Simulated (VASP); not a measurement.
Runs of VASP 6.6.1 on C. The structure is that of space group Fd-3m (No. 227), or close to it. The cells are those of the table. 

| task | level | potentials or basis | cell | k mesh | cutoff (eV) | second run | grid for exact exchange (PRECFOCK) | gap on the mesh (eV) | pressure (GPa) |
| --- | --- | --- | --- | --- | --- | --- | --- | --- | --- |
| single point | r2SCAN | VASP PAW PBE potentials, release 64 (C) | a = 2.517 Å, angles 60.0°, 2 atoms | 13 × 13 × 13 | 520 | - | - | (b) | 1.1 |
| relaxation of cell and atoms | PBE | VASP PAW PBE potentials, release 64 (C) | relaxed from a = 2.522 Å, angles 60.0°, 2 atoms | 13 × 13 × 13 | 600 | - | - | 4.13 | 0.0 |
| single point | r2SCAN | VASP PAW PBE potentials, release 64 (C_h) | a = 2.517 Å, angles 60.0°, 2 atoms | 13 × 13 × 13 | 910 | hard_potentials | - | 4.38 | -0.8 |
| single point | B3LYP | VASP PAW PBE potentials, release 64 (C) | a = 2.525 Å, angles 60.0°, 2 atoms | 9 × 9 × 9 | 520 | - | Normal | 6.00 | -0.5 |
| single point | PBE | VASP PAW PBE potentials, release 64 (C) | a = 2.525 Å, angles 60.0°, 2 atoms | 13 × 13 × 13 | 520 | - | - | 4.13 | (a) |

Alike in all rows: no spin polarisation; smearing fermi-dirac 0.01 eV.

Problem. Estimate the missing entries.

Solution. (a) 0.7; (b) 4.35.

Caveats: the PAW data sets were made with another functional, which shifts forces and pressure a little (some runs); the cutoff is under 1.25 times the usual one of these potentials, so pressure, stress and relaxed cells hold a basis-set (Pulay) error (some runs).

A k mesh can miss the band edges.
